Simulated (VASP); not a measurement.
Write the native input for VASP 6.6.1 that does the following.

```
Task                   : single point
Functional             : revPBE
Potentials or basis    : VASP PAW PBE potentials, release 64 (Os)
Cutoff                 : 520 eV
k mesh                 : 15 × 15 × 4
Occupations            : fermi-dirac, width 0.1 eV
Spin                   : no spin polarisation
Dipole correction      : no
Further INCAR settings : ALGO = Normal; EDIFF = 1e-06; NBANDS = 24
```

The structure of Os lies in POSCAR:

```
Os
1.0
    2.8209417078      0.0000000000      0.0000000000
   -1.4104708539      2.4430071816      0.0000000000
    0.0000000000      0.0000000000      9.0549048217
Os
4
Direct
    0.0000000000      0.0000000000      0.0000000000
    1.0000000000      1.0000000000      0.5000000000
    0.3333333333      0.6666666667      0.2500000000
    0.6666666667      0.3333333333      0.7500000000
```

The input as run:

INCAR

```
SYSTEM = Os
PREC = Accurate
ENCUT = 520
EDIFF = 1E-6
ISMEAR = -1
SIGMA = 0.1
LREAL = .FALSE.
LASPH = .TRUE.
NELM = 60
ALGO = Normal
ISIF = 2
LWAVE = .FALSE.
LCHARG = .TRUE.
GGA = RE
LELF = .TRUE.
LVHAR = .TRUE.
NBANDS = 24
```

KPOINTS

```
Automatic mesh
0
G
  15 15 4
  0 0 0
```

Potentials or basis: VASP PAW PBE potentials, release 64 (Os).

Run with:

```bash
$ cat potpaw_PBE.64/Os/POTCAR > POTCAR
$ mpirun -np 1 vasp_std > vasp.out
```

It gave:

| Property | Result |
| --- | --- |
| Pressure | -25.1 GPa |
| Band gap on the k mesh | zero (bands 16 and 17 overlap by 3.00 eV) |

Caveat: the cell stands under tension; the PAW data sets were made with another functional, which shifts forces and pressure a little; spin-orbit coupling is left out, which moves the levels of the heavy elements.

Wall time 68 s on 1 thread of Intel(R) Xeon(R) 6975P-C (Granite Rapids), on a shared host, peak memory 0.24 GiB.
